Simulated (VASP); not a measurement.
Set up this calculation in VASP 6.6.1, as the native input.

```yaml
Task: single point
Functional: LDA
Potentials_or_basis: VASP PAW LDA potentials, release 64 (K_sv, Pt)
Cutoff: 520 eV
k_mesh: 6 × 6 × 6
Occupations: gaussian, width 0.05 eV
Spin: no spin polarisation
Dipole_correction: no
Further_INCAR_settings: ALGO = Normal; EDIFF = 1e-06; NBANDS = 21
```

The structure of K2Pt lies in POSCAR:

```
K2Pt
1.0
    0.0000000000      3.7152875350      3.7814631400
    3.8476387450      0.0000000000      3.7814631400
    3.8476387450      3.7152875350      0.0000000000
K Pt
2 1
Direct
    0.7500000000      0.7500000000      0.7500000000
    0.2500000000      0.2500000000      0.2500000000
    0.0000000000      0.0000000000      0.0000000000
```

This cell differs from its parent crystal: strain +0.0175 x Voigt [1, -1, 0, 0, 0, 0].

One way to write it, as run:

INCAR

```
PREC = Accurate
ENCUT = 520
EDIFF = 1E-6
ISMEAR = 0
SIGMA = 0.05
LREAL = F
LASPH = T
NELM = 100
ALGO = Normal
ISIF = 2
LWAVE = F
LCHARG = F
GGA = CA
NBANDS = 21
```

KPOINTS

```
regular mesh
0
Gamma
  6 6 6
```

Potentials or basis: VASP PAW LDA potentials, release 64 (K_sv, Pt).

Command:

```sh
$ cat potpaw_LDA.64/K_sv/POTCAR potpaw_LDA.64/Pt/POTCAR > POTCAR
$ mpirun -np 1 vasp_std > vasp.out
```

It gave:

The pressure is -1.8 GPa and the band gap on the k mesh is 1.31 eV (least direct gap 1.38 eV).

Caveat: the cell differs from its parent crystal (strain +0.0175 x Voigt [1, -1, 0, 0, 0, 0]); spin-orbit coupling is left out, which moves the levels of the heavy elements.

Wall time 110 s on 1 thread of AMD EPYC 7R13, on a shared host, peak memory 0.23 GiB.
